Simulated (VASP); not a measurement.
A run of VASP 6.6.1 is set up as follows.

The input INCAR:

```
PREC = Accurate ; ENCUT = 600
EDIFF = 1E-6 ; ISMEAR = -1
SIGMA = 0.05 ; LREAL = F
LASPH = T ; NELM = 60
ALGO = Normal ; ISIF = 3
LWAVE = F ; LCHARG = F
GGA = PE ; IBRION = 2
NSW = 80 ; EDIFFG = -0.03
PSTRESS = 100.0
```

File KPOINTS:

```
Automatic mesh
0
Gamma
  6 6 6
```

Contents of POSCAR:

```
AlC3
1.0
    3.2100000000      0.0000000000      0.0000000000
    0.0000000000      3.2100000000      0.0000000000
    0.0000000000      0.0000000000      3.2100000000
Al C
1 3
Direct
    0.0000000000      0.0000000000      0.0000000000
    0.0000000000      0.5000000000      0.5000000000
    0.5000000000      0.0000000000      0.5000000000
    0.5000000000      0.5000000000      0.0000000000
```

Potentials or basis: VASP PAW PBE potentials, release 64 (Al, C).

Run with:

```sh
$ cat potpaw_PBE.64/Al/POTCAR potpaw_PBE.64/C/POTCAR > POTCAR
$ mpirun -np 1 vasp_std > vasp.out
```

**Question.** Predict the relaxed cell.

**Answer.** a = 3.161 Å, b = 3.161 Å, c = 3.161 Å, α = 90.00°, β = 90.00°, γ = 90.00°.

**Question.** Predict the relaxed volume.

**Answer.** 7.90 Å³/atom.

The path:
```csv
step,energy change (eV),largest force (eV/Å),pressure (GPa),volume (Å³)
1,0.0000,0.0000,1.02,33.08
2,0.1027,0.0000,14.82,30.91
3,0.0496,0.0000,9.99,31.60
```

Caveat: the cell is relaxed towards a set pressure, so the enthalpy falls and the energy may rise.
